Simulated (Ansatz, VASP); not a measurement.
One calculation of Mg, two programs

Contents of INCAR:

```
  PREC = Accurate
  ENCUT = 520
  EDIFF = 1E-6
  ISMEAR = -1
  SIGMA = 0.1
  LREAL = F
  LASPH = T
  NELM = 60
  ALGO = Normal
  ISIF = 2
  LWAVE = F
  LCHARG = F
  NBANDS = 9
```

Contents of KPOINTS:

```
Automatic mesh
0
Gamma
  9 9 9
```

Contents of POSCAR:

```
Mg
1.0
    0.0000000000      3.3905319275      3.3905319275
    3.3905319275      0.0000000000      3.3905319275
    3.3905319275      3.3905319275      0.0000000000
Mg
2
Direct
    0.1250000000      0.1250000000      0.1250000000
    0.8750000000      0.8750000000      0.8750000000
```

Input for Ansatz:

```yaml
crystal:
  lattice:
    - [0.0, 3.3905319275, 3.3905319275]
    - [3.3905319275, 0.0, 3.3905319275]
    - [3.3905319275, 3.3905319275, 0.0]
  atoms:
    - { symbol: Mg, position: [0.125, 0.125, 0.125] }
    - { symbol: Mg, position: [0.875, 0.875, 0.875] }
hamiltonian:
  xc: lda
  pseudopotentials:
    kind: paw
    azcp:
      Mg: "pseudopotentials/Mg.paw.azcp"
basis:
  ecutwfc: 420
  fft_grid_basis: typed
kpoints:
  mp_grid: { grid: [9, 9, 9], shift: [0, 0, 0] }
magnetization:
  spin_polarized: false
scf:
  occupations: { method: fermi_dirac, width: 0.1 }
  lower_state_search: "off"
output:
  stress: true
```

Alike in both runs: task single point; functional LDA; k mesh 9 × 9 × 9; occupations fermi-dirac, width 0.1 eV; no spin polarisation.

```csv
,VASP,Ansatz
version,VASP 6.6.1,Ansatz 0.2.0
potentials or method,"VASP PAW LDA potentials, release 64 (Mg), cutoff 520 eV","plane waves (420 eV) with PAW, scalar-relativistic"
valence electrons in the cell,4,20
```

VASP gave:

| Quantity | Value |
| --- | --- |
| pressure (GPa) | -0.5 |

**Question.** Which values does Ansatz return?

**Answer.** Pressure (GPa): -0.4.

Ansatz warns that its potentials were made for another functional, while VASP's fit it. LDA's correlation is that of Perdew and Zunger in VASP and of Perdew and Wang (1992) in Ansatz. VASP's potentials hold 4 valence electrons a cell and Ansatz's 20, so a difference there can come from the potentials and not from the codes.
